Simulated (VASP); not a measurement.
# K2SiB2 (I4/mmm) in VASP: notebook, part 2 of 2

VASP 6.6.1.

### 3 Single point, PBE

This run uses another cell than the first one, of 19.32 Å³/atom.

Input file INCAR:

```
SYSTEM = K2SiB2
PREC = Accurate
ENCUT = 520
EDIFF = 1E-6
ISMEAR = 0
SIGMA = 0.1
LREAL = .False.
LASPH = .True.
NELM = 100
ALGO = Normal
ISIF = 2
LWAVE = .False.
LCHARG = .False.
GGA = PE
NBANDS = 22
```

Input file KPOINTS:

```
Automatic mesh
0
Gamma
  6 6 6
  0 0 0
```

Input file POSCAR:

```
K2SiB2
1.0
   -2.1207484800      2.1207484800      5.3708495700
    2.1207484800     -2.1207484800      5.3708495700
    2.1207484800      2.1207484800     -5.3708495700
K Si B
2 1 2
Direct
    0.3738409600      0.3738409600      0.0000000000
    0.6261590400      0.6261590400      0.0000000000
    0.0000000000      0.0000000000      0.0000000000
    0.7500000000      0.2500000000      0.5000000000
    0.2500000000      0.7500000000      0.5000000000
```

Potentials or basis: VASP PAW PBE potentials, release 64 (K_sv, Si, B).

The run is started by

```
$ cat potpaw_PBE.64/K_sv/POTCAR potpaw_PBE.64/Si/POTCAR potpaw_PBE.64/B/POTCAR > POTCAR
$ mpirun -np 1 vasp_std > vasp.out
```

OUTCAR:

```text
SYSTEM = K2SiB2
   PREC = Accurate
   ENCUT = 520
   EDIFF = 1E-6
   ISMEAR = 0
   LREAL = .False.
   LASPH = .True.
   NELM = 100
   ISIF = 2
   GGA = PE

 ion  position               nearest neighbor table
   1  0.374  0.374  0.000-   4 2.50   5 2.50   5 2.50   4 2.50   2 2.71   3 3.29   3 3.29   3 3.29
                             3 3.29
   2  0.626  0.626  0.000-   5 2.50   4 2.50   4 2.50   5 2.50   1 2.71   3 3.29   3 3.29   3 3.29
                             3 3.29
   3  0.000  0.000  0.000-   2 3.29   2 3.29   2 3.29   1 3.29   2 3.29   1 3.29   1 3.29   1 3.29

[... 808 lines left out ...]
  -------------------------------------------------------------------------------------
  Total        7.2150321      7.2150321      5.1029593      0.0000000      0.0000000      0.0000000
  in kB      119.6375591    119.6375591     84.6157832      0.0000000      0.0000000      0.0000000
  external PRESSURE =     107.9636338 kB  Pullay stress =       0.0000000 kB

 VOLUME and BASIS-vectors are now :
 -----------------------------------------------------------------------------
  energy-cutoff  :      520.00
  volume of cell :       96.62
      direct lattice vectors                 reciprocal lattice vectors
    -2.120748480  2.120748480  5.370849570     0.000000000  0.235765818  0.093095141
     2.120748480 -2.120748480  5.370849570     0.235765818  0.000000000  0.093095141
     2.120748480  2.120748480 -5.370849570     0.235765818  0.235765818  0.000000000

 POSITION                                       TOTAL-FORCE (eV/Angst)
 -----------------------------------------------------------------------------------
      0.00000      0.00000      4.01569        -0.000000     -0.000000      1.757833
      0.00000      0.00000      6.72601        -0.000000     -0.000000     -1.757833
      0.00000      0.00000      0.00000         0.000000      0.000000     -0.000000
     -0.00000      2.12075      2.68542         0.000000      0.000000     -0.000000
      2.12075     -0.00000      2.68542         0.000000      0.000000     -0.000000
 -----------------------------------------------------------------------------------
    total drift:                                0.000000      0.000000     -0.000000

  FREE ENERGIE OF THE ION-ELECTRON SYSTEM (eV)
  ---------------------------------------------------
  free  energy   TOTEN  =        -9.2743748207 eV

  energy  without entropy=       -9.2542199214  energy(sigma->0) =       -9.26429737
```

stdout:

```text
POSCAR found type information on POSCAR K SiB
 POSCAR found :  3 types and       5 ions
 scaLAPACK will be used
 LDA part: xc-table for (Slater+PW92), standard interpolation
 POSCAR, INCAR and KPOINTS ok, starting setup
 FFT: planning ... GRIDC
 FFT: planning ... GRID_SOFT
 FFT: planning ... GRID
 WAVECAR not read
 entering main loop
```

Wall time 1.9 min (1 thread of Intel Xeon Platinum 8259CL at 2.50GHz (Skylake/Cascade Lake), shared host); peak memory 0.34 GiB.

Results:

| Property | Result |
| --- | --- |
| Free energy | -9.2744 eV |
| Pressure | 10.8 GPa |
| Largest force | 1.758 eV/Å |
| Band gap on the k mesh | zero (bands 14 and 15 overlap by 1.30 eV) |

Forces on the atoms (eV/Å):
```
K    0.000  0.000  1.758
K    0.000  0.000 -1.758
Si   0.000  0.000  0.000
B    0.000  0.000  0.000
B    0.000  0.000  0.000
```

Stress tensor (GPa, compression positive):
```
11.96  0.00  0.00
 0.00 11.96  0.00
 0.00  0.00  8.46
```

Caveat: the cell stands under pressure; forces of over 1 eV/Å act on the atoms, so gaps and moduli don't describe the material at rest.

### 4 Relaxation of cell and atoms, PBE

This run uses another cell than the first one, of 19.32 Å³/atom.

Input file INCAR:

```
PREC = Accurate
ENCUT = 600
EDIFF = 1E-6
ISMEAR = 0
SIGMA = 0.1
LREAL = F
LASPH = T
NELM = 100
ALGO = Normal
ISIF = 3
LWAVE = F
LCHARG = F
GGA = PE
IBRION = 2
NSW = 90
EDIFFG = -0.04
```

Input file KPOINTS:

```
Automatic mesh
0
Gamma
  6 6 6
```

POSCAR is that of step 3.

The run is started by

```
$ cat potpaw_PBE.64/K_sv/POTCAR potpaw_PBE.64/Si/POTCAR potpaw_PBE.64/B/POTCAR > POTCAR
$ mpirun -np 1 vasp_std > vasp.out
```

Wall time 60 min (1 thread of Intel Xeon Platinum 8259CL at 2.50GHz (Skylake/Cascade Lake), shared host); peak memory 0.43 GiB.

Results (log left out):

```yaml
Free_energy: -15.4683 eV
Relaxed_volume: 17.08 Å³/atom
Relaxed_cell: a = 10.733 Å, b = 10.733 Å, c = 10.733 Å, α = 164.76°, β = 164.76°, γ = 21.62°
Space_group_after_relaxing_to_0.1_Å: I4/mmm (No. 139)
Energy_gained_by_relaxing: 1238.7 meV/atom
Ionic_steps: 43
Pressure_after_relaxing: 0.0 GPa
Largest_force_after_relaxing: 0.009 eV/Å
Band_gap_on_the_k_mesh: zero (bands 14 and 15 overlap by 1.70 eV)
```

Forces in eV/Å, atoms in the order of the input:
```
K    0.000  0.000  0.009
K    0.000  0.000 -0.009
Si   0.000  0.000  0.000
B    0.000  0.000  0.000
B    0.000  0.000  0.000
```

Stress tensor (GPa, compression positive):
```
 0.20  0.00  0.00
 0.00  0.20  0.00
 0.00  0.00 -0.32
```

Step by step:
| step | energy change (eV) | largest force (eV/Å) | pressure (GPa) | volume (Å³) |
| --- | --- | --- | --- | --- |
| 1 | 0.0000 | 1.7567 | 10.80 | 96.62 |
| 3 | -0.9390 | 0.5947 | 0.28 | 126.29 |
| 5 | -0.9765 | 0.1531 | 0.21 | 127.00 |
| 7 | -0.9864 | 0.0994 | -0.15 | 129.97 |
| 9 | -1.0146 | 0.1737 | 0.01 | 128.89 |
| 11 | -1.2856 | 0.1591 | 0.75 | 122.34 |
| 13 | -3.2874 | 4.1686 | 18.73 | 77.59 |
| 15 | -3.1554 | 4.3955 | 20.56 | 76.20 |
| 17 | -3.1558 | 4.3978 | 20.58 | 76.19 |
| 19 | -3.1577 | 4.4050 | 20.63 | 76.15 |
| 21 | -3.1617 | 4.4311 | 20.84 | 75.98 |
| 23 | -3.1609 | 4.4458 | 20.99 | 75.88 |
| 25 | -3.1724 | 4.4323 | 20.90 | 75.93 |
| 27 | -3.2239 | 4.3723 | 20.50 | 76.15 |
| 29 | -3.4218 | 4.1390 | 18.90 | 77.03 |
| 31 | -4.0975 | 3.4582 | 13.44 | 80.59 |
| 33 | -5.3540 | 1.4820 | -2.51 | 95.77 |
| 35 | -5.5472 | 1.3904 | -1.80 | 93.40 |
| 37 | -6.0671 | 0.7760 | 2.69 | 83.20 |
| 39 | -6.1605 | 0.0506 | 2.78 | 82.17 |
| 41 | -6.1900 | 0.0689 | 0.81 | 84.36 |
| 43 | -6.1937 | 0.0093 | 0.03 | 85.42 |

Final structure:
```xyz
5
Lattice="-1.4232 1.4232 10.5430 1.4232 -1.4232 10.5430 1.4232 1.4232 -10.5430" Properties=species:S:1:pos:R:3 pbc="T T T"
K     0.0000    0.0000    7.9610
K     0.0000    0.0000   13.1249
Si    0.0000    0.0000    0.0000
B     0.0000    1.4232    5.2715
B     1.4232    0.0000    5.2715
```

Levels at points of the mesh, in eV from the Fermi level:
| k point | band 12 | band 13 | band 14 | band 15 | band 16 | band 17 |
| --- | --- | --- | --- | --- | --- | --- |
| (0.00, 0.00, 0.00) | -1.99 | 0.20 | 0.20 | 0.89 | 2.46 | 3.23 |
| (0.50, 0.00, 0.00) | -3.31 | -0.75 | -0.21 | 0.24 | 3.34 | 4.07 |
| (0.50, 0.50, 0.00) | -3.10 | -2.65 | -1.08 | -1.02 | -0.03 | 1.46 |
| (0.50, 0.50, 0.50) | -2.41 | 0.19 | 0.19 | 1.42 | 2.10 | 3.21 |

Caveat: a cell axis changed by over 15 % at a fixed basis, so the end point is rough.

### 5 Summary

```csv
task,cell,cutoff (eV),gap on the mesh (eV),pressure (GPa),largest force (eV/Å)
single point,"a = 11.060 Å, angles 165.3, 165.3, 20.8°, 5 atoms, atomic positions A",520,none,0.2,-
single point,"a = 6.152 Å, angles 139.7, 139.7, 58.4°, 5 atoms, atomic positions B",520,none,10.8,1.76
relaxation of cell and atoms,"relaxed from a = 6.152 Å, angles 139.7, 139.7, 58.4°, 5 atoms, atomic positions B",600,none,0.0,0.01
```

Alike in all rows: level PBE; potentials or basis VASP PAW PBE potentials, release 64 (K_sv, Si, B); no spin polarisation; k mesh 6 × 6 × 6; smearing gaussian 0.1 eV.

Caveats: some runs use coarse meshes; the cell stands under pressure (at least some runs); forces of over 1 eV/Å act on the atoms, so gaps and moduli don't describe the material at rest (at least some runs); a cell axis changed by over 15 % at a fixed basis, so the end point is rough (at least some runs).

Absolute energies hang on the potentials; compare differences alone.
